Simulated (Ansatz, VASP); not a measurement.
One calculation of Hf, two programs

File INCAR:

```
SYSTEM = Hf
  ALGO = Normal
  EDIFF = 1E-7
  ENCUT = 520
  GGA = CA
  ISIF = 2
  ISMEAR = 1
  LASPH = .TRUE.
  LCHARG = .FALSE.
  LREAL = .FALSE.
  LWAVE = .FALSE.
  NBANDS = 17
  NELM = 60
  PREC = Accurate
  SIGMA = 0.03
```

KPOINTS

```
k-points
0
G
  12 12 7
  0 0 0
```

POSCAR

```
Hf
1.0
    3.1183974891      0.0000000000      0.0000000000
   -1.5591987445      2.7006114446      0.0000000000
    0.0000000000      0.0000000000      4.9475473504
Hf
2
Direct
    0.3333333333      0.6666666667      0.2500000000
    0.6666666667      0.3333333333      0.7500000000
```

Input for Ansatz:

```yaml
crystal:
  lattice:
    - [3.1183974891, 0.0, 0.0]
    - [-1.5591987445, 2.7006114446, 0.0]
    - [0.0, 0.0, 4.9475473504]
  atoms:
    - { symbol: Hf, position: [0.3333333333, 0.6666666667, 0.25] }
    - { symbol: Hf, position: [0.6666666667, 0.3333333333, 0.75] }
hamiltonian:
  xc: lda
  pseudopotentials:
    kind: paw
    azcp:
      Hf: "pseudopotentials/Hf.paw.azcp"
basis:
  ecutwfc: 420
  fft_grid_basis: typed
kpoints:
  mp_grid: { grid: [12, 12, 7], shift: [0, 0, 0] }
magnetization:
  spin_polarized: false
scf:
  occupations: { method: methfessel_paxton, width: 0.03 }
  lower_state_search: "off"
output:
  stress: true
```

Alike in both runs: task single point; functional LDA; k mesh 12 × 12 × 7; occupations methfessel-paxton of order 1, width 0.03 eV; no spin polarisation.

```csv
,VASP,Ansatz
version,VASP 6.6.1,Ansatz 0.2.0
potentials or method,"VASP PAW LDA potentials, release 64 (Hf_pv), cutoff 520 eV","plane waves (420 eV) with PAW, scalar-relativistic"
valence electrons in the cell,20,52
```

```tsv
	VASP	Ansatz	Ansatz less VASP
pressure (GPa)	0.2	0.1	-0.04
traceless stress, the component that is largest in VASP (GPa)	-0.13	-0.12	+0.013
```

Ansatz warns that its potentials were made for another functional, while VASP's fit it. LDA's correlation is that of Perdew and Zunger in VASP and of Perdew and Wang (1992) in Ansatz. VASP's potentials hold 20 valence electrons a cell and Ansatz's 52, so a difference there can come from the potentials and not from the codes.

Neither program's run includes spin-orbit coupling.
